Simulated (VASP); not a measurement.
Set up this calculation in VASP 6.6.1, as the native input.

- Task: single point
- Functional: PBE
- Potentials or basis: VASP PAW PBE potentials, release 64 (Al, Ru_pv, H)
- Cutoff: 520 eV
- k mesh: 1 × 1 × 1
- Occupations: methfessel-paxton, width 0.1 eV
- Spin: no spin polarisation
- Dipole correction: no
- Further INCAR settings: LREAL = Auto; ALGO = Normal; EDIFF = 1e-06; NBANDS = 158

The structure of Al16HRu16 (a cell with a defect) lies in POSCAR:

```
Al16HRu16
1.0
    0.0000000000      6.0068828200      6.0068828200
    6.0068828200      0.0000000000      6.0068828200
    6.0068828200      6.0068828200      0.0000000000
Al Ru H
16 16 1
Direct
    0.0014390159      0.0005964824     -0.0010133376
    0.2496918194      0.2505764712      0.2504173204
   -0.0005348032      0.0003503481      0.5006432771
    0.2494466839      0.2486021527      0.7509795239
    0.0012775345      0.4993020656     -0.0002850064
    0.2491351246      0.7499967346      0.2495829443
    0.0004920189      0.4993227919      0.5002595506
    0.2501736000      0.7493349937      0.7508164609
    0.5000481265      0.0009083746     -0.0013278934
    0.7507401318      0.2487667972      0.2502495962
    0.5007076199     -0.0001308499      0.5002811092
    0.7507203212      0.2495497324      0.7500337754
    0.5008730968      0.4989411463     -0.0007599616
    0.7648509448      0.7548822136      0.2446876432
    0.4951581526      0.4851867578      0.5143889256
    0.7511023829      0.7491687677      0.7490102828
    0.1252470745      0.1248104087      0.1252983490
    0.3752879934      0.3744819181      0.3747511093
    0.1254169629      0.1246288670      0.6251228986
    0.3744987321      0.3737748958      0.8777554279
    0.1281728849      0.6236430129      0.1240419569
    0.3720332270      0.8780038096      0.3771566831
    0.1249701422      0.6247901137      0.6251064175
    0.3758024865      0.8742308877      0.8747770945
    0.6252442594      0.1250651998      0.1248327997
    0.8746177772      0.3754121010      0.3748191146
    0.6263883636      0.1218557981      0.6258268411
    0.8755436318      0.3744929055      0.8749651288
    0.6276143739      0.6224358144      0.1216233148
    0.8762825342      0.8755603626      0.3759679634
    0.6252857118      0.6247732996      0.6241170524
    0.8755665222      0.8747599475      0.8744729434
    0.5617438530      0.6882958473      0.3113519201
```

One way to write it, as run:

INCAR

```
ALGO     = Normal         # electronic algorithm
EDIFF    = 1E-6           # SCF threshold, eV
ENCUT    = 520            # plane-wave cutoff, eV
GGA      = PE             # functional
ISIF     = 2              # what is computed and relaxed
ISMEAR   = 1              # smearing method
LASPH    = T              # aspherical terms in the spheres
LCHARG   = T              # write CHGCAR
LELF     = T              # ELF
LREAL    = Auto         
LVHAR    = T            
LWAVE    = F              # write WAVECAR
NBANDS   = 158            # bands
NELM     = 60             # most SCF steps
PREC     = Accurate       # precision mode
SIGMA    = 0.1            # smearing width, eV
```

KPOINTS

```
k-points
0
Gamma
  1 1 1
```

Potentials or basis: VASP PAW PBE potentials, release 64 (Al, Ru_pv, H).

Command:

```bash
$ cat potpaw_PBE.64/Al/POTCAR potpaw_PBE.64/Ru_pv/POTCAR potpaw_PBE.64/H/POTCAR > POTCAR
$ mpirun -np 1 vasp_gam > vasp.out
```

Results of the run:

```json
{"Pressure": "-3.6 GPa", "Largest force": "0.021 eV/Å", "Band gap on the k mesh": "zero (an odd number of electrons rules out a gap without spin polarisation)"}
```

Caveat: the k points lie up to 0.91 Å⁻¹ apart, too coarse for converged energies and pressures of a metal.

Run time: 3 min on 1 thread of AMD EPYC 7R43 64-Core Processor (Zen 3), on a shared host, peak memory 0.52 GiB.
